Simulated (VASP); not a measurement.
Input of a VASP 6.6.1 run:

Contents of INCAR:

```
SYSTEM = Pr
PREC = Accurate
ENCUT = 520
EDIFF = 1E-6
ISMEAR = 0
SIGMA = 0.05
LREAL = .False.
LASPH = .True.
NELM = 150
ALGO = Normal
ISIF = 2
LWAVE = .False.
LCHARG = .False.
ISPIN = 2
MAGMOM = 2 2 2 2
LORBIT = 11
LMAXMIX = 6
GGA = CA
NBANDS = 38
```

The input KPOINTS:

```
regular mesh
0
Gamma
  14 14 4
  0 0 0
```

File POSCAR:

```
Pr
1.0
    3.0442093943      0.0000000000      0.0000000000
   -1.5221046972      2.6363626699      0.0000000000
    0.0000000000      0.0000000000     10.4247866731
Pr
4
Direct
    0.0000000000      0.0000000000      0.0000000000
    0.0000000000      0.0000000000      0.5000000000
    0.3333333333      0.6666666667      0.2500000000
    0.6666666667      0.3333333333      0.7500000000
```

Potentials or basis: VASP PAW PBE potentials, release 64 (Pr).

Launch:

```console
$ cat potpaw_PBE.64/Pr/POTCAR > POTCAR
$ mpirun -np 1 vasp_std > vasp.out
```

Task: Predict the site moments.

Result: Pr +1.40, +1.27 μB.

Task: Estimate the pressure.

Result: -0.6 GPa.

Caveat: the magnetic or orbital state may not be the lowest; the PAW data sets were made with another functional, which shifts forces and pressure a little. The state reached can hang on the start; a lower one may exist.
